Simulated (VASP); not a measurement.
# HfN (Pm-3m) in VASP: a series of runs

HfN is run at these levels: r2SCAN+U, PBE; tasks: single point.

All numbers are computed with VASP 6.6.1; they aren't measurements. Logs are shortened: lines on timing, memory, paths and dates and some standing lists are left out, and cuts for length are marked.

## (1) The cell of the first run

The structure is cubic, space group Pm-3m (No. 221). The conventional cell has a = 2.825 Å, b = 2.825 Å, c = 2.825 Å, α = 90.00°, β = 90.00°, γ = 90.00°. Hf (site symmetry m-3m) has 8 N at 2.45 Å and 6 Hf at 2.83 Å within 3.2 Å. N (site symmetry m-3m) has 8 Hf at 2.45 Å and 6 N at 2.83 Å within 3.2 Å.

## (2) Single point, r2SCAN+U

Contents of POSCAR:

```
HfN
1.0
    2.8250300000      0.0000000000      0.0000000000
    0.0000000000      2.8250300000      0.0000000000
    0.0000000000      0.0000000000      2.8250300000
Hf N
1 1
Direct
    0.5000000000      0.5000000000      0.5000000000
    0.0000000000      0.0000000000      0.0000000000
```

Contents of INCAR.step1:

```
SYSTEM = HfN
  PREC = Accurate
  ENCUT = 520
  ISMEAR = -1
  SIGMA = 0.05
  LREAL = .FALSE.
  LASPH = .TRUE.
  NELM = 150
  LMAXMIX = 4
  LDAU = .TRUE.
  LDAUTYPE = 2
  LDAUL = 2 -1
  LDAUU = 5 0
  LDAUJ = 0 0
  NBANDS = 14
  GGA = PE
  ALGO = Normal
  EDIFF = 1E-4
  LWAVE = .TRUE.
  LCHARG = .FALSE.
```

Contents of INCAR.step2:

```
SYSTEM = HfN
  PREC = Accurate
  ENCUT = 520
  EDIFF = 1E-7
  ISMEAR = -1
  SIGMA = 0.05
  LREAL = .FALSE.
  LASPH = .TRUE.
  NELM = 150
  ALGO = Normal
  ISIF = 2
  LWAVE = .FALSE.
  LCHARG = .FALSE.
  LMAXMIX = 4
  LDAU = .TRUE.
  LDAUTYPE = 2
  LDAUL = 2 -1
  LDAUU = 5 0
  LDAUJ = 0 0
  LDAUPRINT = 1
  METAGGA = R2SCAN
  LMIXTAU = .TRUE.
  NBANDS = 14
  ISTART = 1
```

Contents of KPOINTS:

```
regular mesh
0
G
  9 9 9
  0 0 0
```

Potentials or basis: VASP PAW PBE potentials, release 64 (Hf_pv, N).

On the command line:

```sh
$ cat potpaw_PBE.64/Hf_pv/POTCAR potpaw_PBE.64/N/POTCAR > POTCAR
$ cp INCAR.step1 INCAR
$ mpirun -np 1 vasp_std > vasp.out
$ cp INCAR.step2 INCAR
$ mpirun -np 1 vasp_std > vasp.out
```

OUTCAR:

```text
SYSTEM = HfN
   PREC = Accurate
   ENCUT = 520
   EDIFF = 1E-7
   ISMEAR = -1
   LREAL = .FALSE.
   LASPH = .TRUE.
   NELM = 150
   ISIF = 2
   METAGGA = R2SCAN
   ISTART = 1

 ion  position               nearest neighbor table
   1  0.500  0.500  0.500-   2 2.45   2 2.45   2 2.45   2 2.45   2 2.45   2 2.45   2 2.45   2 2.45

   2  0.000  0.000  0.000-   1 2.45   1 2.45   1 2.45   1 2.45   1 2.45   1 2.45   1 2.45   1 2.45

  LATTYP: Found a simple cubic cell.
 ALAT       =     2.8250300000

  Lattice vectors:

 A1 = (   2.8250300000,   0.0000000000,   0.0000000000)
 A2 = (   0.0000000000,   2.8250300000,   0.0000000000)
 A3 = (   0.0000000000,   0.0000000000,   2.8250300000)

Analysis of symmetry for initial positions (statically):
=====================================================================
 Subroutine PRICEL returns:
 Original cell was already a primitive cell.

 Routine SETGRP: Setting up the symmetry group for a
 simple cubic supercell.

 Subroutine GETGRP returns: Found 48 space group operations
 (whereof 48 operations were pure point group operations)
 out of a pool of 48 trial point group operations.

The static configuration has the point symmetry O_h .

Analysis of symmetry for dynamics (positions and initial velocities):
=====================================================================
 Subroutine PRICEL returns:
 Original cell was already a primitive cell.

 Routine SETGRP: Setting up the symmetry group for a
 simple cubic supercell.

 Subroutine GETGRP returns: Found 48 space group operations
 (whereof 48 operations were pure point group operations)
 out of a pool of 48 trial point group operations.

The dynamic configuration has the point symmetry O_h .

 Subroutine INISYM returns: Found 48 space group operations
 (whereof 48 operations are pure point group operations),
 and found     1 'primitive' translations

----------------------------------------------------------------------------------------
[... 158 lines left out ...]
  o =  0.1221  v =  0.0000  0.0000  0.0000  0.0000  0.0000  1.0000  0.0000  0.0000  0.0000  0.0000      0.0000  0.0000  0.0000  0.0000  0.0000  0.0000  0.0000  0.0000  0.0000  0.0000
  o =  0.1221  v =  0.0000  1.0000  0.0000  0.0033  0.0000  0.0000  0.0000  0.0000  0.0000  0.0000      0.0000  0.0000  0.0000  0.0000  0.0000  0.0000  0.0000  0.0000  0.0000  0.0000
  o =  0.1221  v =  0.0000  0.0000  0.0000  0.0000  0.0000  0.0000  1.0000  0.0000  0.0033  0.0000      0.0000  0.0000  0.0000  0.0000  0.0000  0.0000  0.0000  0.0000  0.0000  0.0000
  o =  0.1221  v =  0.0000 -0.0033  0.0000  1.0000 -0.0000  0.0000  0.0000  0.0000  0.0000  0.0000      0.0000  0.0000  0.0000  0.0000  0.0000  0.0000  0.0000  0.0000  0.0000  0.0000
  o =  0.1221  v =  0.0000  0.0000  0.0000  0.0000  0.0000  0.0000 -0.0033  0.0000  1.0000 -0.0000      0.0000  0.0000  0.0000  0.0000  0.0000  0.0000  0.0000  0.0000  0.0000  0.0000
  o =  0.2318  v =  0.0000  0.0000  0.0000  0.0000  0.0000  0.0000  0.0000 -0.9993  0.0000  0.0364      0.0000  0.0000  0.0000  0.0000  0.0000  0.0000  0.0000  0.0000  0.0000  0.0000
  o =  0.2318  v =  0.0000  0.0000 -0.9993  0.0000  0.0364  0.0000  0.0000  0.0000  0.0000  0.0000      0.0000  0.0000  0.0000  0.0000  0.0000  0.0000  0.0000  0.0000  0.0000  0.0000
  o =  0.2318  v =  0.0000  0.0000  0.0000  0.0000  0.0000  0.0000 -0.0000  0.0364  0.0000  0.9993      0.0000  0.0000  0.0000  0.0000  0.0000  0.0000  0.0000  0.0000  0.0000  0.0000
  o =  0.2318  v =  0.0000 -0.0000  0.0364  0.0000  0.9993  0.0000  0.0000  0.0000  0.0000  0.0000      0.0000  0.0000  0.0000  0.0000  0.0000  0.0000  0.0000  0.0000  0.0000  0.0000

 number of electron      15.0000000 magnetization

 Free energy of the ion-electron system (eV)
  ---------------------------------------------------
  ext. energy  EPLUGINS =         0.00000000
  ---------------------------------------------------
  free energy    TOTEN  =       -52.62314727 eV

  energy without entropy =      -52.61555277  energy(sigma->0) =      -52.61935002

 E-fermi :   8.1890     XC(G=0): -13.7755

 val. band max:        8.0909155179   @ k =   0.3333   0.3333   0.0000
 cond. band min:       8.2175448860   @ k =   0.4444   0.3333   0.1111
 fundamental gap:      0.1266293681
 Fermi energy:         8.1890117791

 k-point     1 :       0.0000    0.0000    0.0000
  band No.  band energies     occupation
      1     -24.4503      2.00000
      2     -24.4503      2.00000
      3     -24.4503      2.00000
      4      -9.3843      2.00000
      5       5.8567      2.00000
      6       5.8567      2.00000
      7       6.5488      2.00000
      8       6.5488      2.00000
      9       6.5488      2.00000
     10      11.2992      0.00000
     11      15.4840      0.00000
     12      15.4840      0.00000
     13      15.4840      0.00000
     14      18.7186      0.00000
[... 377 lines left out ...]
      1     -25.5140      2.00000
      2     -25.2157      2.00000
      3     -24.3887      2.00000
      4      -7.0925      2.00000
      5       2.1882      2.00000
      6       3.3827      2.00000
      7       5.9459      2.00000
      8       8.2175      0.72217
      9      12.1205      0.00000
     10      12.5265      0.00000
     11      14.2028      0.00000
     12      15.3018      0.00000
     13      18.7137      0.00000
     14      19.0133      0.00000

 [... further k-points ...]

------------------------ aborting loop because EDIFF is reached ----------------------------------------

  FORCE on cell =-STRESS in cart. coord.  units (eV):
  Direction    XX          YY          ZZ          XY          YZ          ZX
  --------------------------------------------------------------------------------------
  -------------------------------------------------------------------------------------
  Total        1.6404092      1.6404092      1.6404092     -0.0000000      0.0000000      0.0000000
  in kB      116.5718255    116.5718255    116.5718255     -0.0000000      0.0000000      0.0000000
  external PRESSURE =     116.5718255 kB  Pullay stress =       0.0000000 kB

 VOLUME and BASIS-vectors are now :
 -----------------------------------------------------------------------------
  energy-cutoff  :      520.00
  volume of cell :       22.55
      direct lattice vectors                 reciprocal lattice vectors
     2.825030000  0.000000000  0.000000000     0.353978542  0.000000000  0.000000000
     0.000000000  2.825030000  0.000000000     0.000000000  0.353978542  0.000000000
     0.000000000  0.000000000  2.825030000     0.000000000  0.000000000  0.353978542

 POSITION                                       TOTAL-FORCE (eV/Angst)
 -----------------------------------------------------------------------------------
      1.41251      1.41251      1.41251         0.000000      0.000000      0.000000
      0.00000      0.00000      0.00000         0.000000      0.000000      0.000000
 -----------------------------------------------------------------------------------
    total drift:                                0.000000     -0.000000     -0.000000

  FREE ENERGIE OF THE ION-ELECTRON SYSTEM (eV)
  ---------------------------------------------------
  free  energy   TOTEN  =       -52.6231472734 eV

  energy  without entropy=      -52.6155527730  energy(sigma->0) =      -52.61935002
```

OUTCAR.step1:

```text
SYSTEM = HfN
   PREC = Accurate
   ENCUT = 520
   ISMEAR = -1
   LREAL = .FALSE.
   LASPH = .TRUE.
[... 634 lines left out ...]
      1.41251      1.41251      1.41251         0.000000      0.000000      0.000000
      0.00000      0.00000      0.00000         0.000000      0.000000      0.000000
 -----------------------------------------------------------------------------------
    total drift:                                0.000000     -0.000000     -0.000000

  FREE ENERGIE OF THE ION-ELECTRON SYSTEM (eV)
  ---------------------------------------------------
  free  energy   TOTEN  =       -16.2045945806 eV

  energy  without entropy=      -16.1961592297  energy(sigma->0) =      -16.20037691
```

OSZICAR.step1:

```text
N       E                     dE             d eps       ncg     rms          rms(c)
DAV:   1     0.336050942238E+02    0.33605E+02   -0.79825E+03   988   0.103E+03
DAV:   2    -0.180822915908E+02   -0.51687E+02   -0.47913E+02  1268   0.225E+02
DAV:   3    -0.195990131502E+02   -0.15167E+01   -0.15037E+01  1208   0.300E+01
DAV:   4    -0.196044903266E+02   -0.54772E-02   -0.54664E-02  1192   0.195E+00
DAV:   5    -0.196045286589E+02   -0.38332E-04   -0.38333E-04  1204   0.136E-01    0.392E+01
DAV:   6    -0.163061094429E+02    0.32984E+01   -0.62545E+00  1118   0.214E+01    0.382E+01
DAV:   7    -0.162498262700E+02    0.56283E-01   -0.53483E-01  1178   0.566E+00    0.270E+01
DAV:   8    -0.162255682879E+02    0.24258E-01   -0.35076E-01  1058   0.433E+00    0.848E+00
DAV:   9    -0.162052209557E+02    0.20347E-01   -0.73302E-02  1088   0.194E+00    0.233E+00
DAV:  10    -0.162047805836E+02    0.44037E-03   -0.44260E-03  1112   0.589E-01    0.465E-01
DAV:  11    -0.162045912522E+02    0.18933E-03   -0.33857E-04  1166   0.178E-01    0.845E-02
DAV:  12    -0.162045945806E+02   -0.33284E-05   -0.23288E-05   538   0.397E-02
   1 F= -.16204595E+02 E0= -.16200377E+02  d E =-.843535E-02
```

It took 32 s on 1 thread of AMD EPYC 9R45 (Zen 5), shared host; peak memory 0.12 GiB.

Results:

- Free energy: -52.6231 eV
- Pressure: 11.7 GPa

Eigenvalues of the final occupation matrices:
| site | spin | trace | eigenvalues |
| --- | --- | --- | --- |
| site 1 d | 1 | 0.83 | 0.12 0.12 0.12 0.23 0.23 |
| site 1 d | 2 | 0.83 | 0.12 0.12 0.12 0.23 0.23 |

Caveat: the PAW data sets were made with another functional, which shifts forces and pressure a little; spin-orbit coupling is left out, which moves the levels of the heavy elements; U without spin polarisation on a metal has little footing.

## (3) Single point, PBE

Contents of INCAR:

```
SYSTEM = HfN
PREC     = Accurate       ! precision mode
ENCUT    = 520            ! plane-wave cutoff, eV
EDIFF    = 1E-6           ! SCF threshold, eV
ISMEAR   = -1             ! smearing method
SIGMA    = 0.05           ! smearing width, eV
LREAL    = .False.        ! projectors in reciprocal space
LASPH    = .True.         ! aspherical terms in the spheres
NELM     = 60             ! most SCF steps
ALGO     = Normal         ! electronic algorithm
ISIF     = 2              ! what is computed and relaxed
LWAVE    = .False.        ! write WAVECAR
LCHARG   = .False.        ! write CHGCAR
GGA      = PE             ! functional
NBANDS   = 14             ! bands
```

Contents of KPOINTS:

```
regular mesh
0
Gamma
  5 5 5
  0 0 0
```

POSCAR is that of step 2.

Potentials or basis: VASP PAW PBE potentials, release 64 (Hf_pv, N).

On the command line:

```sh
$ cat potpaw_PBE.64/Hf_pv/POTCAR potpaw_PBE.64/N/POTCAR > POTCAR
$ mpirun -np 1 vasp_std > vasp.out
```

OUTCAR:

```text
SYSTEM = HfN
   PREC = Accurate
   ENCUT = 520
   EDIFF = 1E-6
   ISMEAR = -1
   LREAL = .False.
   LASPH = .True.
   NELM = 60
   ISIF = 2
   GGA = PE

 ion  position               nearest neighbor table
   1  0.500  0.500  0.500-   2 2.45   2 2.45   2 2.45   2 2.45   2 2.45   2 2.45   2 2.45   2 2.45

   2  0.000  0.000  0.000-   1 2.45   1 2.45   1 2.45   1 2.45   1 2.45   1 2.45   1 2.45   1 2.45

  LATTYP: Found a simple cubic cell.
 ALAT       =     2.8250300000

  Lattice vectors:

 A1 = (   2.8250300000,   0.0000000000,   0.0000000000)
 A2 = (   0.0000000000,   2.8250300000,   0.0000000000)
 A3 = (   0.0000000000,   0.0000000000,   2.8250300000)

Analysis of symmetry for initial positions (statically):
=====================================================================
 Subroutine PRICEL returns:
 Original cell was already a primitive cell.

 Routine SETGRP: Setting up the symmetry group for a
 simple cubic supercell.

 Subroutine GETGRP returns: Found 48 space group operations
 (whereof 48 operations were pure point group operations)
 out of a pool of 48 trial point group operations.

The static configuration has the point symmetry O_h .

Analysis of symmetry for dynamics (positions and initial velocities):
=====================================================================
 Subroutine PRICEL returns:
 Original cell was already a primitive cell.

 Routine SETGRP: Setting up the symmetry group for a
 simple cubic supercell.

 Subroutine GETGRP returns: Found 48 space group operations
 (whereof 48 operations were pure point group operations)
 out of a pool of 48 trial point group operations.

The dynamic configuration has the point symmetry O_h .

 Subroutine INISYM returns: Found 48 space group operations
 (whereof 48 operations are pure point group operations),
 and found     1 'primitive' translations

----------------------------------------------------------------------------------------
[... 106 lines left out ...]
   IVDW    =     0    specifies the selected vdW correction
   LEPSILON=     F    determine dielectric tensor
   LRPA    =     F    only Hartree local field effects (RPA)
 non-spin polarized calculation
  energy-cutoff  :      520.00
  volume of cell :       22.55
 maximum number of plane-waves:       619
 NGX is ok and might be reduce to    24
   NGX = 11   NGY = 11   NGZ = 11

 number of electron      15.0000000 magnetization

 Free energy of the ion-electron system (eV)
  ---------------------------------------------------
  ext. energy  EPLUGINS =         0.00000000
  ---------------------------------------------------
  free energy    TOTEN  =       -19.81492107 eV

  energy without entropy =      -19.81343983  energy(sigma->0) =      -19.81418045

 E-fermi :   7.8782     XC(G=0): -12.9295

 val. band max:        7.0161562173   @ k =   0.4000   0.2000   0.0000
 cond. band min:       8.0007212661   @ k =   0.2000   0.0000   0.0000
 fundamental gap:      0.9845650489
 Fermi energy:         7.8782111589

 k-point     1 :       0.0000    0.0000    0.0000
  band No.  band energies     occupation
      1     -22.7774      2.00000
      2     -22.7774      2.00000
      3     -22.7774      2.00000
      4      -8.6980      2.00000
      5       5.0076      2.00000
      6       5.0076      2.00000
      7       6.3448      2.00000
      8       6.3448      2.00000
      9       6.3448      2.00000
     10      10.7373      0.00000
     11      13.7665      0.00000
     12      13.7665      0.00000
     13      13.7665      0.00000
     14      20.4429      0.00000
[... 139 lines left out ...]
      1     -23.6123      2.00000
      2     -23.5855      2.00000
      3     -23.5855      2.00000
      4      -5.7147      2.00000
      5       1.1415      2.00000
      6       1.1415      2.00000
      7       2.1182      2.00000
      8      12.3952      0.00000
      9      13.2033      0.00000
     10      13.2033      0.00000
     11      15.1383      0.00000
     12      15.1383      0.00000
     13      16.9988      0.00000
     14      20.4367      0.00000

------------------------ aborting loop because EDIFF is reached ----------------------------------------

  FORCE on cell =-STRESS in cart. coord.  units (eV):
  Direction    XX          YY          ZZ          XY          YZ          ZX
  --------------------------------------------------------------------------------------
  -------------------------------------------------------------------------------------
  Total       -0.4394536     -0.4394536     -0.4394536      0.0000000      0.0000000     -0.0000000
  in kB      -31.2287356    -31.2287356    -31.2287356      0.0000000      0.0000000     -0.0000000
  external PRESSURE =     -31.2287356 kB  Pullay stress =       0.0000000 kB

 VOLUME and BASIS-vectors are now :
 -----------------------------------------------------------------------------
  energy-cutoff  :      520.00
  volume of cell :       22.55
      direct lattice vectors                 reciprocal lattice vectors
     2.825030000  0.000000000  0.000000000     0.353978542  0.000000000  0.000000000
     0.000000000  2.825030000  0.000000000     0.000000000  0.353978542  0.000000000
     0.000000000  0.000000000  2.825030000     0.000000000  0.000000000  0.353978542

 POSITION                                       TOTAL-FORCE (eV/Angst)
 -----------------------------------------------------------------------------------
      1.41251      1.41251      1.41251         0.000000      0.000000      0.000000
      0.00000      0.00000      0.00000         0.000000      0.000000      0.000000
 -----------------------------------------------------------------------------------
    total drift:                                0.000000     -0.000000     -0.000000

  FREE ENERGIE OF THE ION-ELECTRON SYSTEM (eV)
  ---------------------------------------------------
  free  energy   TOTEN  =       -19.8149210653 eV

  energy  without entropy=      -19.8134398258  energy(sigma->0) =      -19.81418045
```

stdout:

```text
POSCAR found type information on POSCAR HfN
 POSCAR found :  2 types and       2 ions
 scaLAPACK will be used
 LDA part: xc-table for (Slater+PW92), standard interpolation
 POSCAR, INCAR and KPOINTS ok, starting setup
 FFT: planning ... GRIDC
 FFT: planning ... GRID_SOFT
 FFT: planning ... GRID
 WAVECAR not read
 entering main loop
```

Wall time 3 s (1 thread of AMD EPYC 9R45 (Zen 5), shared host); peak memory 0.11 GiB.

Results:

```yaml
Free_energy: -19.8149 eV
Pressure: -3.1 GPa
```

Caveat: the k points lie up to 0.44 Å⁻¹ apart; spin-orbit coupling is left out, which moves the levels of the heavy elements.
